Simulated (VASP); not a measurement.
# ZnC4 (I4/m) in VASP: relaxation of cell and atoms with PBE

Aim: the relaxation of cell and atoms of ZnC4 with PBE.

Everything below comes from runs of VASP 6.6.1. Logs are shortened: lines on timing, memory, paths and dates and some standing lists are left out, and cuts for length are marked.

## Step 1: The cell of the first run

The structure is tetragonal, space group I4/m (No. 87). Conventional cell: a = 5.749 Å, b = 5.749 Å, c = 3.569 Å, α = 90.00°, β = 90.00°, γ = 90.00°. Within 3.4 Å of Zn (site symmetry 4/m) lie 12 C at 2.55 to 2.57 Å. Within 3.4 Å of C (site symmetry m) lie 9 C at 2.55 to 2.57 Å and 3 Zn at 2.55 to 2.57 Å.

## Step 2: Relaxation of cell and atoms, PBE

Input file INCAR:

```
SYSTEM = ZnC4
PREC = Accurate
ENCUT = 600
EDIFF = 1E-7
ISMEAR = 0
SIGMA = 0.1
LREAL = .False.
LASPH = .True.
NELM = 60
ALGO = Normal
ISIF = 3
LWAVE = .False.
LCHARG = .False.
GGA = PE
IBRION = 2
NSW = 90
EDIFFG = -0.04
```

Input file KPOINTS:

```
Automatic mesh
0
Gamma
  6 6 6
  0 0 0
```

Input file POSCAR:

```
ZnC4
1.0
   -2.8745112200      2.8745112200      1.7843847500
    2.8745112200     -2.8745112200      1.7843847500
    2.8745112200      2.8745112200     -1.7843847500
Zn C
1 4
Direct
    0.0000000000      0.0000000000      0.0000000000
    0.1997231400      0.3999603200      0.5996834600
    0.8002768600      0.6000396800      0.4003165400
    0.3999603200      0.8002768600      0.2002371800
    0.6000396800      0.1997231400      0.7997628200
```

Potentials or basis: VASP PAW PBE potentials, release 64 (Zn, C).

On the command line:

```
$ cat potpaw_PBE.64/Zn/POTCAR potpaw_PBE.64/C/POTCAR > POTCAR
$ mpirun -np 1 vasp_std > vasp.out
```

OUTCAR:

```text
SYSTEM = ZnC4
   PREC = Accurate
   ENCUT = 600
   EDIFF = 1E-7
   ISMEAR = 0
   LREAL = .False.
   LASPH = .True.
   NELM = 60
   ISIF = 3
   GGA = PE
   IBRION = 2
   NSW = 90
   EDIFFG = -0.04

 ion  position               nearest neighbor table
   1  0.000  0.000  0.000-   3 2.55   4 2.55   2 2.55   3 2.55   5 2.55   2 2.55   4 2.55   5 2.55

   2  0.200  0.400  0.600-   1 2.55   1 2.55
   3  0.800  0.600  0.400-   1 2.55   1 2.55
   4  0.400  0.800  0.200-   1 2.55   1 2.55
   5  0.600  0.200  0.800-   1 2.55   1 2.55

  LATTYP: Found a body centered tetragonal cell.
 ALAT       =     5.7490224400
 C/A-ratio  =     0.6207611011

  Lattice vectors:

 A1 = (  -2.8745112200,   2.8745112200,   1.7843847500)
 A2 = (   2.8745112200,  -2.8745112200,   1.7843847500)
 A3 = (   2.8745112200,   2.8745112200,  -1.7843847500)

Analysis of symmetry for initial positions (statically):
=====================================================================
 Subroutine PRICEL returns:
 Original cell was already a primitive cell.

 Routine SETGRP: Setting up the symmetry group for a
 body centered tetragonal supercell.

 Subroutine GETGRP returns: Found  8 space group operations
 (whereof  8 operations were pure point group operations)
 out of a pool of 16 trial point group operations.

The static configuration has the point symmetry C_4h.

Analysis of symmetry for dynamics (positions and initial velocities):
=====================================================================
 Subroutine PRICEL returns:
 Original cell was already a primitive cell.

 Routine SETGRP: Setting up the symmetry group for a
 body centered tetragonal supercell.

 Subroutine GETGRP returns: Found  8 space group operations
 (whereof  8 operations were pure point group operations)
 out of a pool of 16 trial point group operations.

The dynamic configuration has the point symmetry C_4h.

 Subroutine INISYM returns: Found  8 space group operations
 (whereof  8 operations are pure point group operations),
 and found     1 'primitive' translations

----------------------------------------------------------------------------------------

                                     Primitive cell

  volume of cell :      58.9762

  direct lattice vectors                    reciprocal lattice vectors
    -2.874511220  2.874511220  1.784384750     0.000000000  0.173942616  0.280208627
     2.874511220 -2.874511220  1.784384750     0.173942616  0.000000000  0.280208627
     2.874511220  2.874511220 -1.784384750     0.173942616  0.173942616  0.000000000

  length of vectors
     4.439556109  4.439556109  4.439556109     0.329807380  0.329807380  0.245992006

[... 85 lines left out ...]
   NELM   =     60;   NELMIN=  2; NELMDL= -5     # of ELM steps
   EDIFF  = 0.1E-06   stopping-criterion for ELM
   LREAL  =      F    real-space projection
   EDIFFG = -.4E-01   stopping-criterion for IOM
   NSW    =     90    number of steps for IOM
   IBRION =      2    ionic relax: 0-MD 1-quasi-New 2-CG
   NFREE  =      1    steps in history (QN), initial steepest desc. (CG)
   ISIF   =      3    stress and relaxation
   ISYM   =      2    0-nonsym 1-usesym 2-fastsym
   POTIM  = 0.5000    time-step for ionic-motion
   TEBEG  =    0.0;   TEEND  =   0.0 temperature during run
   PSTRESS=    0.0 pullay stress
   NELECT =      28.0000    total number of electrons
   NUPDOWN=      -1.0000    fix difference up-down
   EMIN   =  10.00;   EMAX   =-10.00  energy-range for DOS
   EFERMI =   0.00;   METHOD = LEGACY
   ISMEAR =     0;   SIGMA  =   0.10  broadening in eV -4-tet -1-fermi 0-gaus
   EFERMI_NEDOS =   21; number of points for ismear=-14 and -15
   IALGO  =     38    algorithm
   IMIX   =      4    mixing-type and parameters
     AMIX     =   0.40;   BMIX     =  1.00
     AMIX_MAG =   1.60;   BMIX_MAG =  1.00
  volume/ion in A,a.u.               =      11.80        79.60
  Fermi-wavevector in a.u.,A,eV,Ry     =   1.277131  2.413427 22.191956  1.631063
  Thomas-Fermi vector in A             =   2.409748
   LORBIT       =      0    0 simple, 1 ext, 2 COOP (PROOUT), +10 PAW based schemes
   GGA     = PE    functional components
   LHFCALC =     F    Hartree Fock is set to
   AEXX    =    0.0000 exact exchange contribution
   IVDW    =     0    specifies the selected vdW correction
   LEPSILON=     F    determine dielectric tensor
   LRPA    =     F    only Hartree local field effects (RPA)
 conjugate gradient relaxation of ions
 non-spin polarized calculation
 Gauss-broadening in eV      SIGMA  =   0.10
  energy-cutoff  :      600.00
  volume of cell :       58.98
 maximum number of plane-waves:      1979
   NGX = 17   NGY = 17   NGZ = 17

--------------------------------------- Ionic step        1  -------------------------------------------

 number of electron      27.9999987 magnetization

 Free energy of the ion-electron system (eV)
  ---------------------------------------------------
  ext. energy  EPLUGINS =         0.00000000
  ---------------------------------------------------
  free energy    TOTEN  =       -18.87734333 eV

  energy without entropy =      -18.86610071  energy(sigma->0) =      -18.87172202

 E-fermi :   2.8550     XC(G=0): -10.9622

 val. band max:        2.8539280314   @ k =  -0.1667   0.5000   0.1667
 cond. band min:       2.8851808772   @ k =   0.5000   0.5000   0.5000
 fundamental gap:      0.0312528458
 Fermi energy:         2.8549524566

 k-point     1 :       0.0000    0.0000    0.0000
  band No.  band energies     occupation
      1     -10.7301      2.00000
      2      -5.3613      2.00000
      3      -4.5959      2.00000
      4      -4.5959      2.00000
      5      -3.9531      2.00000
      6      -3.7827      2.00000
[... 605 lines left out ...]
  FREE ENERGIE OF THE ION-ELECTRON SYSTEM (eV)
  ---------------------------------------------------
  free  energy   TOTEN  =       -20.3894073286 eV

  energy  without entropy=      -20.3807124427  energy(sigma->0) =      -20.38505989

[... ionic steps 4 to 39 ...]

--------------------------------------- Ionic step       40  -------------------------------------------

 number of electron      28.0000013 magnetization

------------------------ aborting loop because EDIFF is reached ----------------------------------------
[... 73 lines left out ...]
--------------------------------------- Ionic step       42  -------------------------------------------

 number of electron      28.0000012 magnetization

 Free energy of the ion-electron system (eV)
  ---------------------------------------------------
  ext. energy  EPLUGINS =         0.00000000
  ---------------------------------------------------
  free energy    TOTEN  =       -25.77351559 eV

  energy without entropy =      -25.76671794  energy(sigma->0) =      -25.77011677

 E-fermi :   4.2749     XC(G=0): -11.1938

 val. band max:        4.2462739170   @ k =  -0.3333   0.5000   0.3333
 cond. band min:       4.2754047460   @ k =   0.1667   0.1667   0.1667
 fundamental gap:      0.0291308291
 Fermi energy:         4.2749162834

 k-point     1 :       0.0000    0.0000    0.0000
  band No.  band energies     occupation
      1     -15.6186      2.00000
      2      -4.4239      2.00000
      3      -4.4239      2.00000
      4      -4.0806      2.00000
      5      -3.6218      2.00000
      6      -3.2479      2.00000
[... 527 lines left out ...]
  FREE ENERGIE OF THE ION-ELECTRON SYSTEM (eV)
  ---------------------------------------------------
  free  energy   TOTEN  =       -25.7735155918 eV

  energy  without entropy=      -25.7667179392  energy(sigma->0) =      -25.77011677

 reached required accuracy - stopping structural energy minimisation
```

It took 18 min on 1 thread of Intel Xeon Platinum 8375C at 2.90GHz (Ice Lake), shared host; peak memory 0.24 GiB.

What came out:

- Free energy: -25.7735 eV
- Relaxed volume: 9.90 Å³/atom
- Relaxed cell: a = 4.281 Å, b = 4.281 Å, c = 4.281 Å, α = 97.59°, β = 97.59°, γ = 137.38°
- Space group after relaxing (to 0.05 Å): I4/m (No. 87)
- Energy gained by relaxing: 1379.2 meV/atom
- Ionic steps: 42
- Pressure after relaxing: 0.2 GPa
- Largest force after relaxing: 0.036 eV/Å
- Band gap on the k mesh: zero (band 14 reaches 5.53 eV, above the bottom of band 15 at 3.36 eV)

Forces on the atoms (eV/Å):
```
Zn   0.000  0.000  0.000
C   -0.032 -0.017  0.000
C    0.032  0.017  0.000
C    0.017 -0.032  0.000
C   -0.017  0.032  0.000
```

Step by step:
| step | energy change (eV) | largest force (eV/Å) | pressure (GPa) | volume (Å³) |
| --- | --- | --- | --- | --- |
| 1 | 0.0000 | 0.2926 | -23.98 | 58.98 |
| 3 | -1.5121 | 0.8084 | 0.35 | 43.73 |
| 5 | -2.8014 | 2.8326 | 1.16 | 42.00 |
| 7 | 23.3548 | 79.8489 | 335.72 | 34.27 |
| 9 | -5.9830 | 0.5170 | 29.20 | 38.77 |
| 11 | -6.3409 | 0.7521 | 16.85 | 40.82 |
| 13 | -6.6334 | 0.6435 | 0.28 | 45.21 |
| 15 | -6.7292 | 0.8075 | 2.13 | 46.08 |
| 17 | -6.7797 | 0.4411 | -2.13 | 46.97 |
| 19 | -6.8383 | 0.4175 | -1.51 | 47.15 |
| 21 | -6.8481 | 0.5880 | -1.35 | 47.26 |
| 23 | -6.8619 | 0.0367 | 1.13 | 47.07 |
| 25 | -6.8658 | 0.1010 | -0.38 | 47.94 |
| 27 | -6.8722 | 0.1552 | -1.20 | 48.42 |
| 29 | -6.8744 | 0.2916 | -1.95 | 48.82 |
| 31 | -6.8758 | 0.2876 | -1.91 | 48.87 |
| 33 | -6.8811 | 0.2889 | -1.80 | 49.11 |
| 35 | -6.8822 | 0.5970 | -2.64 | 50.07 |
| 37 | -6.8914 | 0.2436 | -1.19 | 49.54 |
| 39 | -6.8949 | 0.0507 | 0.28 | 49.40 |
| 41 | -6.8954 | 0.0452 | 0.27 | 49.44 |
| 42 | -6.8962 | 0.0361 | 0.22 | 49.51 |

Final structure:
```
CELL_PARAMETERS angstrom
-2.82040 2.82040 1.55600
2.82040 -2.82040 1.55600
2.82040 2.82040 -1.55600
ATOMIC_POSITIONS crystal
Zn 0.00000 0.00000 0.00000
C 0.05098 0.37977 0.43076
C 0.94902 0.62023 0.56924
C 0.37977 0.94902 0.32879
C 0.62023 0.05098 0.67121
```

Caveat: the volume moved by over 15 % at a fixed basis, so the end points are rough.
